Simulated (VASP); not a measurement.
The system is HfB.

```
Hf B
1.0
     3.49000    0.00000    0.00000
    -1.74500    3.02243    0.00000
     0.00000    0.00000    5.69917
Hf B
2 2
Direct
  0.33333 0.66667 0.00000
  0.66667 0.33333 0.50000
  0.33333 0.66667 0.37500
  0.66667 0.33333 0.87500
```

| Item | Value |
| --- | --- |
| Program | VASP 6.6.1 |
| Task | relaxation of cell and atoms |
| Functional | PBE |
| Potentials or basis | VASP PAW PBE potentials, release 64 (Hf_pv, B) |
| Cutoff | 600 eV |
| k mesh | 7 × 7 × 4 |
| Occupations | fermi-dirac, width 0.1 eV |
| Spin | no spin polarisation |

At the start: pressure 26.6 GPa; volume 15.03 Å³/atom.

**Question.** How do energy, volume and symmetry change on relaxing?

**Answer.** Over 29 steps the energy falls by 553.9 meV/atom and the volume is 17.29 Å³/atom (+15.0 %); space group P6_3/mmc (No. 194, to 0.05 Å).

The path:
```
step  energy change (eV)  largest force (eV/Å)  pressure (GPa)  volume (Å³)
   1              0.0000                0.6265           26.61        60.12
   2             -0.3212                0.0514          -13.17        84.54
   3             -0.8928                0.2568           -0.91        72.29
   4             -0.8931                0.2624           -0.53        72.03
   5             -0.9635                0.5366           -0.68        71.94
   6             -1.1278                1.5715           -0.16        71.36
   7             -0.9077                4.3630            7.57        68.74
   8             -1.1048                2.8920            2.51        70.42
   9             -1.1107                2.8993            2.50        70.42
  10             -1.1282                2.9222            2.48        70.43
  11             -1.1621                2.9704            2.46        70.44
  12             -1.2259                3.0633            2.50        70.42
  13             -1.3244                3.1845            2.94        70.27
  14             -1.1122                3.1061            7.55        69.42
  15             -1.2901                3.3548            3.64        70.11
  16             -1.2653                3.3311            4.89        69.84
  17             -1.4074                2.8012            4.07        70.12
  18             -1.5687                1.1867            3.13        70.95
  19             -1.7100                1.0516            1.68        71.17
  20             -1.9943                0.7357           -1.51        71.76
  21             -2.1293                0.3380           -5.64        72.67
  22             -2.1391                0.4029           -4.88        72.50
  23             -2.1741                0.3478           -3.42        71.42
  24             -2.2085                0.2301           -0.12        69.24
  25             -2.2092                0.2091            0.49        68.87
  26             -2.2118                0.1590            0.35        68.94
  27             -2.2153                0.0089           -0.05        69.16
  28             -2.2153                0.0015           -0.05        69.17
  29             -2.2155                0.0015            0.00        69.15
```

Final structure:
```cif
data_structure
_symmetry_space_group_name_H-M 'P 1'
_symmetry_Int_Tables_number 1
_cell_length_a 4.0894
_cell_length_b 4.0894
_cell_length_c 4.7748
_cell_angle_alpha 90.000
_cell_angle_beta 90.000
_cell_angle_gamma 120.000
_cell_volume 69.15
loop_
_atom_site_label
_atom_site_type_symbol
_atom_site_fract_x
_atom_site_fract_y
_atom_site_fract_z
_atom_site_occupancy
Hf1 Hf 0.33333 0.66667 0.93748 1
Hf2 Hf 0.66667 0.33333 0.43748 1
B1 B 0.33333 0.66667 0.43752 1
B2 B 0.66667 0.33333 0.93752 1
```

Caveat: the volume moved by over 15 % at a fixed basis, so the end points are rough.
